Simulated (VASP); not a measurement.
# SiGe (P6_3mc) in VASP: further runs

Runs on SiGe. Level: r2SCAN. Tasks: single point.

Program: VASP 6.6.1. These are calculated values, not measurements. Logs are shortened: lines on timing, memory, paths and dates and some standing lists are left out, and cuts for length are marked.

## 1. The cell of the first run

Symmetry: P6_3mc, No. 186, hexagonal system. The conventional cell has a = 3.958 Å, b = 3.958 Å, c = 6.280 Å, α = 90.00°, β = 90.00°, γ = 120.00°. Within 3.1 Å of Si (site symmetry 3m) lie 4 Ge at 2.35 to 2.42 Å. Within 3.1 Å of Ge (site symmetry 3m) lie 4 Si at 2.35 to 2.42 Å.

## 2. Single point, r2SCAN

The input, POSCAR:

```
SiGe
1.0
    3.9578689153      0.0000000000      0.0000000000
   -1.9789344576      3.4276150255      0.0000000000
    0.0000000000      0.0000000000      6.2804133361
Si Ge
2 2
Direct
    0.6666666667      0.3333333333      0.8744661518
    0.3333333333      0.6666666667      0.3744661518
    0.6666666667      0.3333333333      0.5005328482
    0.3333333333      0.6666666667      0.0005328482
```

The input, INCAR.step1:

```
SYSTEM = SiGe
PREC = Accurate
ENCUT = 520
ISMEAR = 0
SIGMA = 0.05
LREAL = .FALSE.
LASPH = .TRUE.
NELM = 60
NBANDS = 26
GGA = PE
ALGO = Normal
EDIFF = 1E-4
LWAVE = .TRUE.
LCHARG = .FALSE.
```

The input, INCAR.step2:

```
SYSTEM = SiGe
PREC = Accurate
ENCUT = 520
EDIFF = 1E-7
ISMEAR = 0
SIGMA = 0.05
LREAL = .FALSE.
LASPH = .TRUE.
NELM = 60
ALGO = Normal
ISIF = 2
LWAVE = .FALSE.
LCHARG = .TRUE.
METAGGA = R2SCAN
LMIXTAU = .TRUE.
LELF = .TRUE.
LVHAR = .TRUE.
NBANDS = 26
ISTART = 1
```

The input, KPOINTS:

```
regular mesh
0
G
  12 12 6
  0 0 0
```

Potentials or basis: VASP PAW PBE potentials, release 64 (Si, Ge_d).

On the command line:

```bash
$ cat potpaw_PBE.64/Si/POTCAR potpaw_PBE.64/Ge_d/POTCAR > POTCAR
$ cp INCAR.step1 INCAR
$ mpirun -np 1 vasp_std > vasp.out
$ cp INCAR.step2 INCAR
$ mpirun -np 1 vasp_std > vasp.out
```

OUTCAR:

```text
SYSTEM = SiGe
   PREC = Accurate
   ENCUT = 520
   EDIFF = 1E-7
   ISMEAR = 0
   LREAL = .FALSE.
   LASPH = .TRUE.
   NELM = 60
   ISIF = 2
   METAGGA = R2SCAN
   ISTART = 1

 ion  position               nearest neighbor table
   1  0.667  0.333  0.874-   3 2.35   4 2.42   4 2.42   4 2.42
   2  0.333  0.667  0.374-   4 2.35   3 2.42   3 2.42   3 2.42
   3  0.667  0.333  0.501-   1 2.35   2 2.42   2 2.42   2 2.42
   4  0.333  0.667  0.001-   2 2.35   1 2.42   1 2.42   1 2.42

  LATTYP: Found a hexagonal cell.
 ALAT       =     3.9578689153
 C/A-ratio  =     1.5868169135

  Lattice vectors:

 A1 = (   3.9578689153,   0.0000000000,   0.0000000000)
 A2 = (  -1.9789344576,   3.4276150255,   0.0000000000)
 A3 = (   0.0000000000,   0.0000000000,   6.2804133361)

Analysis of symmetry for initial positions (statically):
=====================================================================
 Subroutine PRICEL returns:
 Original cell was already a primitive cell.

 Routine SETGRP: Setting up the symmetry group for a
 hexagonal supercell.

 Subroutine GETGRP returns: Found 12 space group operations
 (whereof  6 operations were pure point group operations)
 out of a pool of 24 trial point group operations.

The static configuration has the point symmetry C_3v.
 The point group associated with its full space group is C_6v.

Analysis of symmetry for dynamics (positions and initial velocities):
=====================================================================
 Subroutine PRICEL returns:
 Original cell was already a primitive cell.

 Routine SETGRP: Setting up the symmetry group for a
 hexagonal supercell.

 Subroutine GETGRP returns: Found 12 space group operations
 (whereof  6 operations were pure point group operations)
 out of a pool of 24 trial point group operations.

The dynamic configuration has the point symmetry C_3v.
 The point group associated with its full space group is C_6v.

 Subroutine INISYM returns: Found 12 space group operations
 (whereof  6 operations are pure point group operations),
 and found     1 'primitive' translations

----------------------------------------------------------------------------------------

                                     Primitive cell

  volume of cell :      85.2004

  direct lattice vectors                    reciprocal lattice vectors
     3.957868915  0.000000000  0.000000000     0.252661223  0.145874025  0.000000000
    -1.978934458  3.427615026  0.000000000     0.000000000  0.291748050  0.000000000
     0.000000000  0.000000000  6.280413336     0.000000000  0.000000000  0.159225189

  length of vectors
     3.957868915  3.957868915  6.280413336     0.291748050  0.291748050  0.159225189

  position of ions in fractional coordinates (direct lattice)
     0.666666667  0.333333333  0.874466152
     0.333333333  0.666666667  0.374466152
     0.666666667  0.333333333  0.500532848
     0.333333333  0.666666667  0.000532848

  ion indices of the primitive-cell ions
   primitive index   ion index
                 1           1
                 2           2
                 3           3
                 4           4

----------------------------------------------------------------------------------------

 KPOINTS: regular mesh

Automatic generation of k-mesh.
 Grid dimensions read from file:
 generate k-points for:   12   12    6

 Generating k-lattice:

  Cartesian coordinates                     Fractional coordinates (reciprocal lattice)
     0.021055102  0.012156169  0.000000000     0.083333333  0.000000000  0.000000000
     0.000000000  0.024312338  0.000000000     0.000000000  0.083333333  0.000000000
     0.000000000  0.000000000  0.026537531     0.000000000  0.000000000  0.166666667

  Length of vectors
     0.024312338  0.024312338  0.026537531

  Shift w.r.t. Gamma in fractional coordinates (k-lattice)
     0.000000000  0.000000000  0.000000000

 Subroutine IBZKPT returns following result:
 ===========================================

 Found     76 irreducible k-points:

 Following reciprocal coordinates:
            Coordinates               Weight
  0.000000  0.000000  0.000000      1.000000
  0.083333  0.000000  0.000000      6.000000
  0.166667  0.000000  0.000000      6.000000
  0.250000 -0.000000  0.000000      6.000000
  0.333333 -0.000000  0.000000      6.000000
  0.416667  0.000000  0.000000      6.000000
[... 16 lines left out ...]
  0.250000 -0.000000  0.166667     12.000000
  0.333333 -0.000000  0.166667     12.000000
 [... further k-points ...]
   k-points           NKPTS =     76   k-points in BZ     NKDIM =     76   number of bands    NBANDS=     26
   number of dos      NEDOS =    301   number of ions     NIONS =      4
   total plane-waves  NPLWV =  43200
   dimension x,y,z NGX =    30 NGY =   30 NGZ =   48
   dimension x,y,z NGXF=    60 NGYF=   60 NGZF=   96
   ions per type =               2   2
   NGX,Y,Z   is equivalent  to a cutoff of  12.60, 12.60, 12.71 a.u.
   NGXF,Y,Z  is equivalent  to a cutoff of  25.20, 25.20, 25.41 a.u.
 SYSTEM =  SiGe
   PREC   = accura    normal or accurate (medium, high low for compatibility)
   ISTART =      1    job   : 0-new  1-cont  2-samecut
   ICHARG =      0    charge: 1-file 2-atom 10-const
   ISPIN  =      1    spin polarized calculation?
   LNONCOLLINEAR =      F non collinear calculations
   LSORBIT =      F    spin-orbit coupling
   LASPH  =      T    aspherical Exc in radial PAW
   ENCUT  =  520.0 eV  38.22 Ry    6.18 a.u.   7.36  7.36 11.68*2*pi/ulx,y,z
   NELM   =     60;   NELMIN=  2; NELMDL=  0     # of ELM steps
   EDIFF  = 0.1E-06   stopping-criterion for ELM
   LREAL  =      F    real-space projection
   EDIFFG = 0.1E-05   stopping-criterion for IOM
   NSW    =      0    number of steps for IOM
   IBRION =     -1    ionic relax: 0-MD 1-quasi-New 2-CG
   NFREE  =      0    steps in history (QN), initial steepest desc. (CG)
   ISIF   =      2    stress and relaxation
   ISYM   =      2    0-nonsym 1-usesym 2-fastsym
   POTIM  = 0.5000    time-step for ionic-motion
   TEBEG  =    0.0;   TEEND  =   0.0 temperature during run
   PSTRESS=    0.0 pullay stress
   NELECT =      36.0000    total number of electrons
   NUPDOWN=      -1.0000    fix difference up-down
   EMIN   =  10.00;   EMAX   =-10.00  energy-range for DOS
   EFERMI =   0.00;   METHOD = LEGACY
   ISMEAR =     0;   SIGMA  =   0.05  broadening in eV -4-tet -1-fermi 0-gaus
   EFERMI_NEDOS =   21; number of points for ismear=-14 and -15
   IALGO  =     38    algorithm
   IMIX   =      4    mixing-type and parameters
     AMIX     =   0.40;   BMIX     =  1.00
     AMIX_MAG =   1.60;   BMIX_MAG =  1.00
  volume/ion in A,a.u.               =      21.30       143.74
  Fermi-wavevector in a.u.,A,eV,Ry     =   1.228462  2.321457 20.532813  1.509119
  Thomas-Fermi vector in A             =   2.363387
   LORBIT       =      0    0 simple, 1 ext, 2 COOP (PROOUT), +10 PAW based schemes
   METAGGA = R2SCAN    functional components
   LHFCALC =     F    Hartree Fock is set to
   AEXX    =    0.0000 exact exchange contribution
   IVDW    =     0    specifies the selected vdW correction
   LEPSILON=     F    determine dielectric tensor
   LRPA    =     F    only Hartree local field effects (RPA)
 non-spin polarized calculation
 Gauss-broadening in eV      SIGMA  =   0.05
  energy-cutoff  :      520.00
  volume of cell :       85.20
 maximum number of plane-waves:      2340
 NGX is ok and might be reduce to    30
   NGX = 15   NGY = 15   NGZ = 23

 number of electron      36.0000034 magnetization

 Free energy of the ion-electron system (eV)
  ---------------------------------------------------
  ext. energy  EPLUGINS =         0.00000000
  ---------------------------------------------------
  free energy    TOTEN  =       -45.10741225 eV

  energy without entropy =      -45.10741224  energy(sigma->0) =      -45.10741224

 E-fermi :   5.6557     XC(G=0): -10.3704

 val. band max:        5.4941904915   @ k =   0.0000   0.0000   0.0000
 cond. band min:       5.8119786744   @ k =   0.0000   0.0000   0.0000
 fundamental gap:      0.3177881829
 Fermi energy:         5.6556580675

 k-point     1 :       0.0000    0.0000    0.0000
  band No.  band energies     occupation
      1     -19.7520      2.00000
      2     -19.7511      2.00000
      3     -19.7436      2.00000
      4     -19.7436      2.00000
      5     -19.7403      2.00000
      6     -19.7402      2.00000
[... 18 lines left out ...]
     25      10.0869      0.00000
     26      12.2185      0.00000

 k-point     2 :       0.0833    0.0000    0.0000
  band No.  band energies     occupation
      1     -19.7519      2.00000
      2     -19.7508      2.00000
      3     -19.7437      2.00000
      4     -19.7432      2.00000
      5     -19.7402      2.00000
      6     -19.7398      2.00000
[... 18 lines left out ...]
     25      10.4051      0.00000
     26      11.7041      0.00000

 k-point     3 :       0.1667    0.0000    0.0000
  band No.  band energies     occupation
      1     -19.7519      2.00000
      2     -19.7499      2.00000
      3     -19.7439      2.00000
      4     -19.7421      2.00000
      5     -19.7398      2.00000
      6     -19.7385      2.00000
[... 18 lines left out ...]
     25      10.9898      0.00000
     26      11.2431      0.00000

 k-point     4 :       0.2500   -0.0000    0.0000
  band No.  band energies     occupation
      1     -19.7523      2.00000
      2     -19.7489      2.00000
      3     -19.7440      2.00000
      4     -19.7408      2.00000
      5     -19.7390      2.00000
      6     -19.7368      2.00000
[... 18 lines left out ...]
     25      12.2986      0.00000
     26      12.4391      0.00000
[... 496 lines left out ...]
      1     -19.7518      2.00000
      2     -19.7501      2.00000
      3     -19.7436      2.00000
      4     -19.7419      2.00000
      5     -19.7400      2.00000
      6     -19.7388      2.00000
[... 18 lines left out ...]
     25      10.9865      0.00000
     26      11.5851      0.00000

 k-point    23 :       0.2500   -0.0000    0.1667
  band No.  band energies     occupation
      1     -19.7521      2.00000
      2     -19.7493      2.00000
      3     -19.7435      2.00000
      4     -19.7405      2.00000
      5     -19.7393      2.00000
      6     -19.7371      2.00000
[... 18 lines left out ...]
     25      12.0851      0.00000
     26      12.1065      0.00000

 k-point    24 :       0.3333   -0.0000    0.1667
  band No.  band energies     occupation
      1     -19.7527      2.00000
      2     -19.7487      2.00000
      3     -19.7434      2.00000
      4     -19.7393      2.00000
      5     -19.7383      2.00000
      6     -19.7355      2.00000
[... 18 lines left out ...]
     25      12.8182      0.00000
     26      13.2797      0.00000

 [... further k-points ...]
[... 5 lines left out ...]
  --------------------------------------------------------------------------------------
  -------------------------------------------------------------------------------------
  Total       -1.5594137     -1.5594137      3.4576663     -0.0000000      0.0000000      0.0000000
  in kB      -29.3244759    -29.3244759     65.0207527     -0.0000000      0.0000000      0.0000000
  external PRESSURE =       2.1239337 kB  Pullay stress =       0.0000000 kB

 VOLUME and BASIS-vectors are now :
 -----------------------------------------------------------------------------
  energy-cutoff  :      520.00
  volume of cell :       85.20
      direct lattice vectors                 reciprocal lattice vectors
     3.957868915  0.000000000  0.000000000     0.252661223  0.145874025  0.000000000
    -1.978934458  3.427615026  0.000000000     0.000000000  0.291748050  0.000000000
     0.000000000  0.000000000  6.280413336     0.000000000  0.000000000  0.159225189

 POSITION                                       TOTAL-FORCE (eV/Angst)
 -----------------------------------------------------------------------------------
      1.97893      1.14254      5.49201         0.000000     -0.000000      0.451414
     -0.00000      2.28508      2.35180        -0.000000     -0.000000      0.451414
      1.97893      1.14254      3.14355        -0.000000      0.000000     -0.451414
     -0.00000      2.28508      0.00335         0.000000     -0.000000     -0.451414
 -----------------------------------------------------------------------------------
    total drift:                               -0.000000     -0.000000      0.004652

  FREE ENERGIE OF THE ION-ELECTRON SYSTEM (eV)
  ---------------------------------------------------
  free  energy   TOTEN  =       -45.1074122451 eV

  energy  without entropy=      -45.1074122414  energy(sigma->0) =      -45.10741224
```

Wall time 7.1 min (1 thread of AMD EPYC 9R45 (Zen 5), shared host); peak memory 0.27 GiB.

What came out:

```yaml
Free_energy: -45.1074 eV
Pressure: 0.2 GPa
Largest_force: 0.451 eV/Å
Band_gap_on_the_k_mesh: 0.32 eV
```

Forces on the atoms (eV/Å):
```
Si   0.000  0.000  0.451
Si   0.000  0.000  0.451
Ge   0.000  0.000 -0.451
Ge   0.000  0.000 -0.451
```

Stress tensor (GPa, compression positive):
```
-2.93  0.00  0.00
 0.00 -2.93  0.00
 0.00  0.00  6.50
```

Caveat: the PAW data sets were made with another functional, which shifts forces and pressure a little.

[end of part 1 of 2]
